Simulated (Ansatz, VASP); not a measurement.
Two plane-wave programs on Ga

```
Ga
1.0
    -1.68782    1.68782    1.68782
     1.68782   -1.68782    1.68782
     1.68782    1.68782   -1.68782
Ga
1
Direct
  0.00000 0.00000 0.00000
```

Alike in both runs: functional PBE; k mesh 16 × 16 × 16; occupations fermi-dirac, width 0.08 eV; no spin polarisation.

Ansatz relaxed the structure, and its values are those at the end. VASP's run is a single point on that final structure, the one shown.

```csv
,VASP,Ansatz
version,VASP 6.6.1,Ansatz 0.2.0
potentials or method,"VASP PAW PBE potentials, release 64 (Ga_d)","PAW with Ansatz's default frozen-core files, scalar-relativistic"
plane-wave cutoff (eV),520,420
valence electrons in the cell,13,13
```

Ansatz gave:

| Item | Value |
| --- | --- |
| pressure (GPa) | 0.0 |

Question: Estimate VASP's values.

Answer: Pressure (GPa): 0.1.
